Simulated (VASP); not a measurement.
Wanted: the native input for a VASP 6.6.1 run.

- Task: single point
- Functional: PBEsol
- Potentials or basis: VASP PAW PBE potentials, release 64 (Sb)
- Cutoff: 520 eV
- k mesh: 7 × 7 × 7
- Occupations: fermi-dirac, width 0.05 eV
- Spin: no spin polarisation
- Dipole correction: no
- Further INCAR settings: ALGO = Normal; EDIFF = 1e-06; NBANDS = 18

The structure of Sb lies in POSCAR:

```
Sb
1.0
   -3.9885581011      3.9885581011      2.0320359770
    3.9885581011     -3.9885581011      2.0320359770
    3.9885581011      3.9885581011     -2.0320359770
Sb
4
Direct
    0.6510148784      0.1510148784      0.8020297569
    0.1510148784      0.3489851216      0.5000000000
    0.3489851216      0.8489851216      0.1979702431
    0.8489851216      0.6510148784      0.5000000000
```

One way to write it, as run:

INCAR

```
PREC = Accurate ; ENCUT = 520
EDIFF = 1E-6 ; ISMEAR = -1
SIGMA = 0.05 ; LREAL = False
LASPH = True ; NELM = 100
ALGO = Normal ; ISIF = 2
LWAVE = False ; LCHARG = False
GGA = PS ; NBANDS = 18
```

KPOINTS

```
Automatic mesh
0
Gamma
  7 7 7
```

Potentials or basis: VASP PAW PBE potentials, release 64 (Sb).

Command:

```bash
$ cat potpaw_PBE.64/Sb/POTCAR > POTCAR
$ mpirun -np 1 vasp_std > vasp.out
```

Results of the run:

- Pressure: 0.1 GPa
- Largest force: 0.010 eV/Å
- Band gap on the k mesh: zero (bands 10 and 11 overlap by 1.60 eV)

Caveat: the PAW data sets were made with another functional, which shifts forces and pressure a little; spin-orbit coupling is left out, which moves the levels of the heavy elements.

Run time: 3.4 min on 1 thread of Intel Xeon 8259CL, on a shared host, peak memory 0.33 GiB.
